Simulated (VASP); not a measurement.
## Si3C2: single point with PBE

The system is Si3C2.

```xyz
5
Lattice="3.9689 0.0000 0.0000 0.0000 3.9689 0.0000 0.0000 0.0000 3.9689" Properties=species:S:1:pos:R:3 pbc="T T T"
Si    1.9844    0.0000    0.0000
Si    0.0000    1.9844    0.0000
Si    0.0000    0.0000    1.9844
C     1.9844    1.9844    1.9844
C     0.0000    0.0000    0.0000
```

The cell was built from a structure type or drawn by symmetry, and may not be a known phase.

```
Program             : VASP 6.6.1
Task                : single point
Functional          : PBE
Potentials or basis : VASP PAW PBE potentials, release 64 (Si, C)
Cutoff              : 520 eV
k mesh              : 10 × 10 × 10
Occupations         : gaussian, width 0.1 eV
Spin                : no spin polarisation
```

| Quantity | Value |
| --- | --- |
| Pressure | 0.0 GPa |
| Band gap on the k mesh | zero (bands 10 and 11 overlap by 3.48 eV) |

Levels at points of the mesh, in eV from the Fermi level:
| k point | band 6 | band 7 | band 8 | band 9 | band 10 | band 11 | band 12 | band 13 | band 14 | band 15 |
| --- | --- | --- | --- | --- | --- | --- | --- | --- | --- | --- |
| (0.00, 0.00, 0.00) | -4.47 | -4.47 | -1.95 | -1.23 | -1.23 | -1.23 | 3.23 | 3.23 | 3.23 | 4.80 |
| (0.50, 0.00, 0.00) | -5.60 | -3.51 | -2.69 | -2.69 | -0.20 | 1.76 | 2.31 | 2.81 | 2.81 | 2.89 |
| (0.50, 0.50, 0.00) | -3.43 | -2.24 | -2.24 | -2.05 | -1.14 | -0.27 | -0.27 | 3.23 | 3.23 | 4.75 |
| (0.50, 0.50, 0.50) | -5.81 | -5.81 | -5.81 | 2.26 | 2.26 | 2.26 | 3.45 | 3.45 | 3.45 | 5.84 |

Run time: 31 s on 1 thread of Intel(R) Xeon(R) Platinum 8488C (Sapphire Rapids), with other jobs on the host, peak memory 0.19 GiB.
